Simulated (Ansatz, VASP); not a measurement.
Given: the input of a run of Ansatz 0.2.0 on TiAl.

input.yaml

```yaml
crystal:
  lattice:
    - [2.8862512777, 0.0, 0.0]
    - [-1.4431256388, 2.4995669282, 0.0]
    - [0.0, 0.0, 4.709064585]
  atoms:
    - { symbol: Ti, position: [0.0, 0.0, 0.0] }
    - { symbol: Al, position: [0.3333333333, 0.6666666667, 0.5] }
kpoints:
  mp_grid: { grid: [11, 11, 6] }
scf:
  occupations: { method: fermi_dirac, width: 0.05 }
hamiltonian:
  xc: pbe
  pseudopotentials: { kind: all_electron, lapw: { basis_error: 0.0005 } }
output:
  forces: true
  stress: true
  eigenvalues: true
```

Potentials or basis: all-electron LAPW, scalar-relativistic.

Run with:

```console
$ ansatz run input.yaml --threads 1 --pin off --max-ram 3072MiB --backend cpu --events-out ev --progress --plain --runs-dir out
```

Q: Translate it to VASP 6.6.1. Potentials there: VASP PAW PBE potentials, release 64 (Ti_sv, Al).

A: As run (the cutoff follows the program's own potentials):

Contents of INCAR:

```
PREC     = Accurate       # precision mode
ENCUT    = 520            # plane-wave cutoff, eV
EDIFF    = 1E-6           # SCF threshold, eV
ISMEAR   = -1             # smearing method
SIGMA    = 0.05           # smearing width, eV
LREAL    = False          # projectors in reciprocal space
LASPH    = True           # aspherical terms in the spheres
NELM     = 100            # most SCF steps
ALGO     = Normal         # electronic algorithm
ISIF     = 2              # what is computed and relaxed
LWAVE    = False          # write WAVECAR
LCHARG   = True           # write CHGCAR
GGA      = PE             # functional
LELF     = True           # ELF
LVHAR    = True         
NBANDS   = 14             # bands
```

File KPOINTS:

```
Automatic mesh
0
Gamma
  11 11 6
```

The input POSCAR:

```
TiAl
1.0
    2.8862512777      0.0000000000      0.0000000000
   -1.4431256388      2.4995669282      0.0000000000
    0.0000000000      0.0000000000      4.7090645850
Ti Al
1 1
Direct
    0.0000000000      0.0000000000      0.0000000000
    0.3333333333      0.6666666667      0.5000000000
```

Potentials or basis: VASP PAW PBE potentials, release 64 (Ti_sv, Al).

Run with:

```console
$ cat potpaw_PBE.64/Ti_sv/POTCAR potpaw_PBE.64/Al/POTCAR > POTCAR
$ mpirun -np 1 vasp_std > vasp.out
```

Both were run:

|  | VASP | Ansatz | Ansatz less VASP |
| --- | --- | --- | --- |
| gap on the k mesh at the Fermi level (eV) | none | none | - |
| pressure (GPa) | -1.8 | -1.8 | +0.04 |
| traceless stress, the component that is largest in VASP (GPa) | -1.42 | -1.46 | -0.038 |

A gap of «none» marks a metal or a gap that the smearing closes. Ansatz ran all-electron here, and VASP with PAW potentials.
